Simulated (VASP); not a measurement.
Set up this calculation in VASP 6.6.1, as the native input.

- Task: single point
- Functional: PBEsol
- Potentials or basis: VASP PAW PBE potentials, release 64 (W_sv, Se)
- Cutoff: 520 eV
- k mesh: 8 × 8 × 2
- Occupations: gaussian, width 0.01 eV
- Spin: no spin polarisation
- Dipole correction: no
- Further INCAR settings: ALGO = Normal; EDIFF = 1e-06; NBANDS = 35

The structure of WSe2 lies in POSCAR:

```
WSe2
1.0
    3.2711283425      0.0000000000      0.0000000000
   -1.6355641713      2.8328802437      0.0000000000
    0.0000000000      0.0000000000     13.2228848636
W Se
2 4
Direct
    0.3333333333      0.6666666667      0.2500000000
    0.6666666667      0.3333333333      0.7500000000
    0.3333333333      0.6666666667      0.6233871180
    0.6666666667      0.3333333333      0.1233871180
    0.3333333333      0.6666666667      0.8766128820
    0.6666666667      0.3333333333      0.3766128820
```

The input as run:

INCAR

```
SYSTEM = WSe2
  PREC = Accurate
  ENCUT = 520
  EDIFF = 1E-6
  ISMEAR = 0
  SIGMA = 0.01
  LREAL = .False.
  LASPH = .True.
  NELM = 60
  ALGO = Normal
  ISIF = 2
  LWAVE = .False.
  LCHARG = .False.
  GGA = PS
  NBANDS = 35
```

KPOINTS

```
Automatic mesh
0
Gamma
  8 8 2
  0 0 0
```

Potentials or basis: VASP PAW PBE potentials, release 64 (W_sv, Se).

Run with:

```sh
$ cat potpaw_PBE.64/W_sv/POTCAR potpaw_PBE.64/Se/POTCAR > POTCAR
$ mpirun -np 1 vasp_std > vasp.out
```

It gave:

The pressure is 0.4 GPa and the largest force is 0.061 eV/Å. The band gap on the k mesh is 1.15 eV, indirect (least direct gap 1.96 eV).

Caveat: the PAW data sets were made with another functional, which shifts forces and pressure a little; spin-orbit coupling is left out, which moves the levels of the heavy elements; this functional lacks dispersion, which binds the layers, so the pressure and a relaxed spacing across them are unreliable.

Run time: 83 s on 1 thread of AMD EPYC 7R43 64-Core Processor (Zen 3), with other jobs on the host, peak memory 0.22 GiB.
